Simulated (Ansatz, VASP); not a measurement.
## Hg in VASP and in Ansatz

Contents of POSCAR:

```
Hg
1.0
   -1.9063300527      1.9063300527      1.9063300527
    1.9063300527     -1.9063300527      1.9063300527
    1.9063300527      1.9063300527     -1.9063300527
Hg
1
Direct
    0.0000000000      0.0000000000      0.0000000000
```

Contents of INCAR.step1:

```
SYSTEM = Hg
  ALGO = Normal
  EDIFF = 1E-5
  ENCUT = 550
  GGA = PE
  GGA_COMPAT = .False.
  ISMEAR = -1
  LASPH = .True.
  LCHARG = .False.
  LREAL = .False.
  LWAVE = .True.
  NBANDS = 12
  NELM = 120
  PREC = Accurate
  SIGMA = 0.1
```

File INCAR.step2:

```
SYSTEM = Hg
  ALGO = Normal
  EDIFF = 1E-6
  ENCUT = 550
  GGA_COMPAT = .False.
  ISIF = 2
  ISMEAR = -1
  ISTART = 1
  LASPH = .True.
  LCHARG = .False.
  LMIXTAU = .True.
  LREAL = .False.
  LWAVE = .False.
  METAGGA = R2SCAN
  NBANDS = 12
  NELM = 120
  PREC = Accurate
  SIGMA = 0.1
```

Contents of KPOINTS:

```
k-points
0
Gamma
  13 13 13
  0 0 0
```

Input for Ansatz:

```yaml
crystal:
  lattice:
    - [-1.9063300527, 1.9063300527, 1.9063300527]
    - [1.9063300527, -1.9063300527, 1.9063300527]
    - [1.9063300527, 1.9063300527, -1.9063300527]
  atoms:
    - { symbol: Hg, position: [0.0, 0.0, 0.0] }
hamiltonian:
  xc: r2scan
  pseudopotentials:
    kind: paw
    azcp:
      Hg: "pseudopotentials/Hg.paw.azcp"
basis:
  ecutwfc: 500
  fft_grid_basis: typed
kpoints:
  mp_grid: { grid: [13, 13, 13], shift: [0, 0, 0] }
magnetization:
  spin_polarized: false
scf:
  occupations: { method: fermi_dirac, width: 0.1 }
  lower_state_search: "off"
output:
  stress: true
```

Alike in both runs: task single point; functional r2SCAN; k mesh 13 × 13 × 13; occupations fermi-dirac, width 0.1 eV; no spin polarisation.

|  | VASP | Ansatz |
| --- | --- | --- |
| version | VASP 6.6.1 | Ansatz 0.2.0 |
| potentials or method | VASP PAW PBE potentials, release 64 (Hg), cutoff 550 eV | plane waves (500 eV) with PAW, scalar-relativistic |
| valence electrons in the cell | 12 | 20 |

|  | VASP | Ansatz | Ansatz less VASP |
| --- | --- | --- | --- |
| pressure (GPa) | -0.5 | -0.7 | -0.17 |

VASP's potentials were made for PBE, not for r2SCAN. The functional is the same, so the differences come from potentials, cutoffs and numerics. VASP's potentials hold 12 valence electrons a cell and Ansatz's 20, so a difference there can come from the potentials and not from the codes.

Neither program's run includes spin-orbit coupling.
